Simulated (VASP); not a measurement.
# GaSb (I-4m2) in VASP: single point with PBE

Aim: the single point of GaSb with PBE.

Program: VASP 6.6.1. These are calculated values, not measurements. Logs are shortened: lines on timing, memory, paths and dates and some standing lists are left out, and cuts for length are marked.

## (1) The cell of the first run

The structure is tetragonal, space group I-4m2 (No. 119). The conventional cell has a = 4.542 Å, b = 4.542 Å, c = 6.118 Å, α = 90.00°, β = 90.00°, γ = 90.00°. Within 3.6 Å of Ga (site symmetry -4m2) lie 4 Sb at 2.74 Å. Within 3.6 Å of Sb (site symmetry -4m2) lie 4 Ga at 2.74 Å.

## (2) Single point, PBE

The input, INCAR:

```
SYSTEM = GaSb
PREC = Accurate
ENCUT = 500
EDIFF = 1E-6
ISMEAR = 0
SIGMA = 0.02
LREAL = .FALSE.
LASPH = .TRUE.
NELM = 120
ALGO = Normal
ISIF = 2
LWAVE = .FALSE.
LCHARG = .FALSE.
GGA = PE
NBANDS = 16
GGA_COMPAT = .FALSE.
```

The input, KPOINTS:

```
Automatic mesh
0
G
  5 5 5
  0 0 0
```

The input, POSCAR:

```
GaSb
1.0
    0.0000000000      3.2119500000      3.0590000000
    3.2119500000      0.0000000000      3.0590000000
    3.2119500000      3.2119500000      0.0000000000
Ga Sb
1 1
Direct
    0.0000000000      0.0000000000      0.0000000000
    0.2500000000      0.2500000000      0.2500000000
```

Potentials or basis: VASP PAW PBE potentials, release 64 (Ga_d, Sb).

Run with:

```sh
> cat potpaw_PBE.64/Ga_d/POTCAR potpaw_PBE.64/Sb/POTCAR > POTCAR
> mpirun -np 1 vasp_std > vasp.out
```

OUTCAR:

```text
SYSTEM = GaSb
   PREC = Accurate
   ENCUT = 500
   EDIFF = 1E-6
   ISMEAR = 0
   LREAL = .FALSE.
   LASPH = .TRUE.
   NELM = 120
   ISIF = 2
   GGA = PE

 ion  position               nearest neighbor table
   1  0.000  0.000  0.000-   2 2.74   2 2.74   2 2.74   2 2.74
   2  0.250  0.250  0.250-   1 2.74   1 2.74   1 2.74   1 2.74

  LATTYP: Found a body centered tetragonal cell.
 ALAT       =     4.5423832517
 C/A-ratio  =     1.3468700594

  Lattice vectors:

 A1 = (   0.0000000000,  -3.2119500000,  -3.0590000000)
 A2 = (   0.0000000000,   3.2119500000,  -3.0590000000)
 A3 = (   3.2119500000,   0.0000000000,   3.0590000000)

Analysis of symmetry for initial positions (statically):
=====================================================================
 Subroutine PRICEL returns:
 Original cell was already a primitive cell.

 Routine SETGRP: Setting up the symmetry group for a
 body centered tetragonal supercell.

 Subroutine GETGRP returns: Found  8 space group operations
 (whereof  8 operations were pure point group operations)
 out of a pool of 16 trial point group operations.

The static configuration has the point symmetry D_2d.

Analysis of symmetry for dynamics (positions and initial velocities):
=====================================================================
 Subroutine PRICEL returns:
 Original cell was already a primitive cell.

 Routine SETGRP: Setting up the symmetry group for a
 body centered tetragonal supercell.

 Subroutine GETGRP returns: Found  8 space group operations
 (whereof  8 operations were pure point group operations)
 out of a pool of 16 trial point group operations.

The dynamic configuration has the point symmetry D_2d.

 Subroutine INISYM returns: Found  8 space group operations
 (whereof  8 operations are pure point group operations),
 and found     1 'primitive' translations

----------------------------------------------------------------------------------------

                                     Primitive cell

  volume of cell :      63.1171

  direct lattice vectors                    reciprocal lattice vectors
     0.000000000  3.211950000  3.059000000    -0.155668675  0.155668675  0.163452109
     3.211950000  0.000000000  3.059000000     0.155668675 -0.155668675  0.163452109
     3.211950000  3.211950000  0.000000000     0.155668675  0.155668675 -0.163452109

  length of vectors
     4.435550000  4.435550000  4.542383252     0.274193480  0.274193480  0.274193480

  position of ions in fractional coordinates (direct lattice)
     0.000000000  0.000000000  0.000000000
     0.250000000  0.250000000  0.250000000

  ion indices of the primitive-cell ions
   primitive index   ion index
                 1           1
                 2           2

----------------------------------------------------------------------------------------

 KPOINTS: Automatic mesh

Automatic generation of k-mesh.
 Grid dimensions read from file:
 generate k-points for:    5    5    5

 Generating k-lattice:

  Cartesian coordinates                     Fractional coordinates (reciprocal lattice)
    -0.031133735  0.031133735  0.032690422     0.200000000  0.000000000  0.000000000
     0.031133735 -0.031133735  0.032690422     0.000000000  0.200000000  0.000000000
     0.031133735  0.031133735 -0.032690422     0.000000000  0.000000000  0.200000000

  Length of vectors
     0.054838696  0.054838696  0.054838696

  Shift w.r.t. Gamma in fractional coordinates (k-lattice)
     0.000000000  0.000000000  0.000000000

 Subroutine IBZKPT returns following result:
 ===========================================

 Found     18 irreducible k-points:

 Following reciprocal coordinates:
            Coordinates               Weight
  0.000000  0.000000  0.000000      1.000000
  0.200000 -0.000000  0.000000      8.000000
  0.400000 -0.000000  0.000000      8.000000
  0.200000  0.200000  0.000000      2.000000
  0.400000  0.200000  0.000000      8.000000
 -0.400000  0.200000  0.000000      8.000000
[... 10 lines left out ...]
 -0.400000  0.000000  0.400000      8.000000
 -0.400000  0.200000  0.400000      8.000000
   k-points           NKPTS =     18   k-points in BZ     NKDIM =     18   number of bands    NBANDS=     16
   number of dos      NEDOS =    301   number of ions     NIONS =      2
   total plane-waves  NPLWV =  36864
   dimension x,y,z NGX =    32 NGY =   32 NGZ =   36
   dimension x,y,z NGXF=    64 NGYF=   64 NGZF=   72
   ions per type =               1   1
   NGX,Y,Z   is equivalent  to a cutoff of  11.99, 11.99, 13.18 a.u.
   NGXF,Y,Z  is equivalent  to a cutoff of  23.99, 23.99, 26.35 a.u.
 SYSTEM =  GaSb
   PREC   = accura    normal or accurate (medium, high low for compatibility)
   ISTART =      0    job   : 0-new  1-cont  2-samecut
   ICHARG =      2    charge: 1-file 2-atom 10-const
   ISPIN  =      1    spin polarized calculation?
   LNONCOLLINEAR =      F non collinear calculations
   LSORBIT =      F    spin-orbit coupling
   LASPH  =      T    aspherical Exc in radial PAW
   ENCUT  =  500.0 eV  36.75 Ry    6.06 a.u.   8.09  8.09  8.28*2*pi/ulx,y,z
   NELM   =    120;   NELMIN=  2; NELMDL= -5     # of ELM steps
   EDIFF  = 0.1E-05   stopping-criterion for ELM
   LREAL  =      F    real-space projection
   EDIFFG = 0.1E-04   stopping-criterion for IOM
   NSW    =      0    number of steps for IOM
   IBRION =     -1    ionic relax: 0-MD 1-quasi-New 2-CG
   NFREE  =      0    steps in history (QN), initial steepest desc. (CG)
   ISIF   =      2    stress and relaxation
   ISYM   =      2    0-nonsym 1-usesym 2-fastsym
   POTIM  = 0.5000    time-step for ionic-motion
   TEBEG  =    0.0;   TEEND  =   0.0 temperature during run
   PSTRESS=    0.0 pullay stress
   NELECT =      18.0000    total number of electrons
   NUPDOWN=      -1.0000    fix difference up-down
   EMIN   =  10.00;   EMAX   =-10.00  energy-range for DOS
   EFERMI =   0.00;   METHOD = LEGACY
   ISMEAR =     0;   SIGMA  =   0.02  broadening in eV -4-tet -1-fermi 0-gaus
   EFERMI_NEDOS =   21; number of points for ismear=-14 and -15
   IALGO  =     38    algorithm
   IMIX   =      4    mixing-type and parameters
     AMIX     =   0.40;   BMIX     =  1.00
     AMIX_MAG =   1.60;   BMIX_MAG =  1.00
  volume/ion in A,a.u.               =      31.56       212.97
  Fermi-wavevector in a.u.,A,eV,Ry     =   1.077581  2.036333 15.798829  1.161181
  Thomas-Fermi vector in A             =   2.213497
   LORBIT       =      0    0 simple, 1 ext, 2 COOP (PROOUT), +10 PAW based schemes
   GGA     = PE    functional components
   LHFCALC =     F    Hartree Fock is set to
   AEXX    =    0.0000 exact exchange contribution
   IVDW    =     0    specifies the selected vdW correction
   LEPSILON=     F    determine dielectric tensor
   LRPA    =     F    only Hartree local field effects (RPA)
 non-spin polarized calculation
 Gauss-broadening in eV      SIGMA  =   0.02
  energy-cutoff  :      500.00
  volume of cell :       63.12
 maximum number of plane-waves:      1619
   NGX = 17   NGY = 17   NGZ = 17

 number of electron      18.0000001 magnetization

 Free energy of the ion-electron system (eV)
  ---------------------------------------------------
  ext. energy  EPLUGINS =         0.00000000
  ---------------------------------------------------
  free energy    TOTEN  =        -7.27691760 eV

  energy without entropy =       -7.27691760  energy(sigma->0) =       -7.27691760

 E-fermi :   3.9652     XC(G=0):  -8.6587

 val. band max:        3.8627234775   @ k =   0.0000   0.0000   0.0000
 cond. band min:       4.1014566167   @ k =   0.0000   0.0000   0.0000
 fundamental gap:      0.2387331392
 Fermi energy:         3.9651518843

 k-point     1 :       0.0000    0.0000    0.0000
  band No.  band energies     occupation
      1     -10.9448      2.00000
      2     -10.9448      2.00000
      3     -10.9373      2.00000
      4     -10.9109      2.00000
      5     -10.9023      2.00000
      6      -6.8933      2.00000
[... 8 lines left out ...]
     15      11.9748      0.00000
     16      12.6410      0.00000

 k-point     2 :       0.2000   -0.0000    0.0000
  band No.  band energies     occupation
      1     -10.9492      2.00000
      2     -10.9418      2.00000
      3     -10.9363      2.00000
      4     -10.9112      2.00000
      5     -10.9022      2.00000
      6      -6.5393      2.00000
[... 8 lines left out ...]
     15      11.2435      0.00000
     16      11.6060      0.00000

 k-point     3 :       0.4000   -0.0000    0.0000
  band No.  band energies     occupation
      1     -10.9586      2.00000
      2     -10.9377      2.00000
      3     -10.9332      2.00000
      4     -10.9111      2.00000
      5     -10.9015      2.00000
      6      -5.7140      2.00000
[... 8 lines left out ...]
     15      12.5250      0.00000
     16      12.6606      0.00000

 k-point     4 :       0.2000    0.2000    0.0000
  band No.  band energies     occupation
      1     -10.9495      2.00000
      2     -10.9389      2.00000
      3     -10.9389      2.00000
      4     -10.9136      2.00000
      5     -10.9008      2.00000
      6      -6.3923      2.00000
[... 8 lines left out ...]
     15      12.0133      0.00000
     16      12.5064      0.00000
[... 210 lines left out ...]
 k-point    16 :       0.4000    0.0000    0.4000
  band No.  band energies     occupation
      1     -10.9712      2.00000
      2     -10.9277      2.00000
      3     -10.9244      2.00000
      4     -10.9131      2.00000
      5     -10.9035      2.00000
      6      -5.2364      2.00000
[... 8 lines left out ...]
     15      14.3163      0.00000
     16      14.5404      0.00000

 k-point    17 :      -0.4000    0.0000    0.4000
  band No.  band energies     occupation
      1     -10.9706      2.00000
      2     -10.9284      2.00000
      3     -10.9251      2.00000
      4     -10.9127      2.00000
      5     -10.9036      2.00000
      6      -4.8588      2.00000
[... 8 lines left out ...]
     15      13.1541      0.00000
     16      14.8377      0.00000

 k-point    18 :      -0.4000    0.2000    0.4000
  band No.  band energies     occupation
      1     -10.9674      2.00000
      2     -10.9322      2.00000
      3     -10.9254      2.00000
      4     -10.9111      2.00000
      5     -10.9044      2.00000
      6      -5.0642      2.00000
[... 8 lines left out ...]
     15      12.6346      0.00000
     16      14.7175      0.00000

------------------------ aborting loop because EDIFF is reached ----------------------------------------

  FORCE on cell =-STRESS in cart. coord.  units (eV):
  Direction    XX          YY          ZZ          XY          YZ          ZX
  --------------------------------------------------------------------------------------
  -------------------------------------------------------------------------------------
  Total       -0.9266111     -0.9266111     -0.2644938      0.0000000      0.0000000      0.0000000
  in kB      -23.5212848    -23.5212848     -6.7139655      0.0000000      0.0000000      0.0000000
  external PRESSURE =     -17.9188450 kB  Pullay stress =       0.0000000 kB

 VOLUME and BASIS-vectors are now :
 -----------------------------------------------------------------------------
  energy-cutoff  :      500.00
  volume of cell :       63.12
      direct lattice vectors                 reciprocal lattice vectors
     0.000000000  3.211950000  3.059000000    -0.155668675  0.155668675  0.163452109
     3.211950000  0.000000000  3.059000000     0.155668675 -0.155668675  0.163452109
     3.211950000  3.211950000  0.000000000     0.155668675  0.155668675 -0.163452109

 POSITION                                       TOTAL-FORCE (eV/Angst)
 -----------------------------------------------------------------------------------
      0.00000      0.00000      0.00000        -0.000000      0.000000      0.000000
      1.60597      1.60597      1.52950         0.000000     -0.000000     -0.000000
 -----------------------------------------------------------------------------------
    total drift:                                0.000004      0.000004      0.000003

  FREE ENERGIE OF THE ION-ELECTRON SYSTEM (eV)
  ---------------------------------------------------
  free  energy   TOTEN  =        -7.2769175970 eV

  energy  without entropy=       -7.2769175970  energy(sigma->0) =       -7.27691760
```

Wall time 28 s (1 thread of Intel Xeon 8259CL, shared host); peak memory 0.19 GiB.

What came out:

```
Free energy            : -7.2769 eV
Pressure               : -1.8 GPa
Band gap on the k mesh : 0.24 eV, direct
```

Stress tensor (GPa, compression positive):
```
-2.35  0.00  0.00
 0.00 -2.35  0.00
 0.00  0.00 -0.67
```

Levels at points of the mesh, in eV from the valence-band top:
| k point | band 7 | band 8 | band 9 | band 10 | band 11 | band 12 |
| --- | --- | --- | --- | --- | --- | --- |
| (0.00, 0.00, 0.00) | -0.57 | 0.00 | 0.00 | 0.24 | 2.78 | 2.92 |

Caveat: spin-orbit coupling is left out, which moves the levels of the heavy elements. A k mesh can miss the band edges.
